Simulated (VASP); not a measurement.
Set up this calculation in VASP 6.6.1, as the native input.

```
Task                   : relaxation of cell and atoms
Functional             : r2SCAN
Potentials or basis    : VASP PAW PBE potentials, release 64 (Cd, In_d, O)
Cutoff                 : 660 eV
k mesh                 : 4 × 4 × 4
Occupations            : fermi-dirac, width 0.02 eV
Spin                   : no spin polarisation
Dipole correction      : no
Further INCAR settings : ALGO = Normal; EDIFF = 1e-07; IBRION = 2; EDIFFG = -0.005; NSW = 80; ISIF = 3
```

The system is CdIn2O4.

```
Cd In O
1.0
     0.00000    4.65748    4.65748
     4.65748    0.00000    4.65748
     4.65748    4.65748    0.00000
Cd In O
2 4 8
Direct
  0.00000 0.00000 0.00000
  0.25000 0.25000 0.25000
  0.62500 0.62500 0.62500
  0.12500 0.62500 0.62500
  0.62500 0.62500 0.12500
  0.62500 0.12500 0.62500
  0.86198 0.86198 0.86198
  0.83593 0.38802 0.38802
  0.86198 0.86198 0.41407
  0.38802 0.83593 0.38802
  0.41407 0.86198 0.86198
  0.38802 0.38802 0.38802
  0.86198 0.41407 0.86198
  0.38802 0.38802 0.83593
```

One way to write it, as run:

POSCAR

```
CdIn2O4
1.0
    0.0000000000      4.6574765183      4.6574765183
    4.6574765183      0.0000000000      4.6574765183
    4.6574765183      4.6574765183      0.0000000000
Cd In O
2 4 8
Direct
    0.0000000000      0.0000000000      0.0000000000
    0.2500000000      0.2500000000      0.2500000000
    0.6250000000      0.6250000000      0.6250000000
    0.1250000000      0.6250000000      0.6250000000
    0.6250000000      0.6250000000      0.1250000000
    0.6250000000      0.1250000000      0.6250000000
    0.8619754911      0.8619754911      0.8619754911
    0.8359264733      0.3880245089      0.3880245089
    0.8619754911      0.8619754911      0.4140735267
    0.3880245089      0.8359264733      0.3880245089
    0.4140735267      0.8619754911      0.8619754911
    0.3880245089      0.3880245089      0.3880245089
    0.8619754911      0.4140735267      0.8619754911
    0.3880245089      0.3880245089      0.8359264733
```

INCAR.step1

```
PREC     = Accurate       # precision mode
ENCUT    = 660            # plane-wave cutoff, eV
ISMEAR   = -1             # smearing method
SIGMA    = 0.02           # smearing width, eV
LREAL    = F              # projectors in reciprocal space
LASPH    = T              # aspherical terms in the spheres
NELM     = 120            # most SCF steps
GGA      = PE             # functional
ALGO     = Normal         # electronic algorithm
EDIFF    = 1E-5           # SCF threshold, eV
LWAVE    = T              # write WAVECAR
LCHARG   = F              # write CHGCAR
GGA_COMPAT= F            
IBRION   = 2              # ionic algorithm
ISIF     = 3              # what is computed and relaxed
EDIFFG   = -0.005         # ionic threshold
NELMIN   = 4            
NSW      = 100            # ionic steps
KPAR     = 4
```

INCAR.step2

```
PREC     = Accurate       # precision mode
ENCUT    = 660            # plane-wave cutoff, eV
EDIFF    = 1E-7           # SCF threshold, eV
ISMEAR   = -1             # smearing method
SIGMA    = 0.02           # smearing width, eV
LREAL    = F              # projectors in reciprocal space
LASPH    = T              # aspherical terms in the spheres
NELM     = 120            # most SCF steps
ALGO     = Normal         # electronic algorithm
ISIF     = 3              # what is computed and relaxed
LWAVE    = F              # write WAVECAR
LCHARG   = F              # write CHGCAR
METAGGA  = R2SCAN         # meta-GGA
LMIXTAU  = T            
IBRION   = 2              # ionic algorithm
NSW      = 80             # ionic steps
EDIFFG   = -0.005         # ionic threshold
ISTART   = 1            
GGA_COMPAT= F            
NELMIN   = 4            
KPAR     = 4
```

KPOINTS

```
Automatic mesh
0
Gamma
  4 4 4
```

Potentials or basis: VASP PAW PBE potentials, release 64 (Cd, In_d, O).

Command:

```sh
$ cat potpaw_PBE.64/Cd/POTCAR potpaw_PBE.64/In_d/POTCAR potpaw_PBE.64/O/POTCAR > POTCAR
$ cp INCAR.step1 INCAR
$ mpirun -np 4 vasp_std > vasp.out
$ cp INCAR.step2 INCAR
$ mpirun -np 4 vasp_std > vasp.out
```

Results of the run:

```
Relaxed volume                        : 14.00 Å³/atom
Relaxed cell                          : a = 6.520 Å, b = 6.520 Å, c = 6.520 Å, α = 60.00°, β = 60.00°, γ = 60.00°
Space group after relaxing (to 0.1 Å) : Fd-3m (No. 227)
Energy gained by relaxing             : 6.4 meV/atom
Ionic steps                           : 7
Pressure after relaxing               : 0.0 GPa
Band gap on the k mesh                : 1.54 eV (least direct gap 1.61 eV)
```

Caveat: the PAW data sets were made with another functional, which shifts forces and pressure a little; spin-orbit coupling is left out, which moves the levels of the heavy elements.

Wall time 29 min on 4 MPI ranks on Intel(R) Xeon(R) Platinum 8488C (Sapphire Rapids) (shared host), peak memory 0.62 GiB a rank.
